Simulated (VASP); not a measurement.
Wanted: the native input for a VASP 6.6.1 run.

- Task: single point
- Functional: LDA
- Potentials or basis: VASP PAW LDA potentials, release 64 (Al, O)
- Cutoff: 520 eV
- k mesh: 6 × 6 × 6
- Occupations: gaussian, width 0.02 eV
- Spin: no spin polarisation
- Dipole correction: no
- Further INCAR settings: ALGO = Normal; EDIFF = 1e-07; NBANDS = 35

The structure of Al2O3 (ke600) lies in POSCAR:

```
Al2O3
1.0
    2.3644163013      1.3650963880      4.2965711426
   -2.3644163013      1.3650963880      4.2965711426
    0.0000000000     -2.7301927761      4.2965711426
Al O
4 6
Direct
    0.3519818778      0.3519818778      0.3519818778
    0.1480181222      0.1480181222      0.1480181222
    0.6480181222      0.6480181222      0.6480181222
    0.8519818778      0.8519818778      0.8519818778
    0.5558296989      0.9441703011      0.2500000000
    0.2500000000      0.5558296989      0.9441703011
    0.9441703011      0.2500000000      0.5558296989
    0.4441703011      0.0558296989      0.7500000000
    0.7500000000      0.4441703011      0.0558296989
    0.0558296989      0.7500000000      0.4441703011
```

The input as run:

INCAR

```
PREC = Accurate ; ENCUT = 520
EDIFF = 1E-7 ; ISMEAR = 0
SIGMA = 0.02 ; LREAL = False
LASPH = True ; NELM = 100
ALGO = Normal ; ISIF = 2
LWAVE = False ; LCHARG = False
NBANDS = 35
```

KPOINTS

```
regular mesh
0
Gamma
  6 6 6
```

Potentials or basis: VASP PAW LDA potentials, release 64 (Al, O).

Launch:

```console
$ cat potpaw_LDA.64/Al/POTCAR potpaw_LDA.64/O/POTCAR > POTCAR
$ mpirun -np 1 vasp_std > vasp.out
```

Results of the run:

```yaml
Pressure: 0.9 GPa
Largest_force: 0.003 eV/Å
Band_gap_on_the_k_mesh: 6.44 eV, direct
```

Run time: 95 s on 1 thread of Intel(R) Xeon(R) Platinum 8488C (Sapphire Rapids), with other jobs on the host, peak memory 0.22 GiB.
